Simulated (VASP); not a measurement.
The system is NaF.

```
Na F
1.0
     0.00000    2.32330    2.32330
     2.32330    0.00000    2.32330
     2.32330    2.32330    0.00000
Na F
1 1
Cartesian
  0.0000 0.0000 0.0000
  2.3233 2.3233 2.3233
```

Base run:

| Item | Value |
| --- | --- |
| Program | VASP 6.6.1 |
| Functional | PBE |
| Dispersion | D4 |
| Potentials or basis | VASP PAW PBE potentials, release 64 (Na_pv, F) |
| Cutoff | 520 eV |
| k mesh | 8 × 8 × 8 |
| Occupations | gaussian, width 0.05 eV |
| Spin | no spin polarisation |

Its results: band gap on the k mesh 6.26 eV, direct; pressure 0.9 GPa.

Problem. The run is repeated on the same cell with these changes: dispersion from D4 to D3(BJ); further incar settings from ALGO = Normal; EDIFF = 1e-06; NBANDS = 14 to ALGO = Normal; EDIFF = 1e-07; NBANDS = 14. What comes out?

Solution. Band gap on the k mesh 6.26 eV, direct; pressure -0.7 GPa.

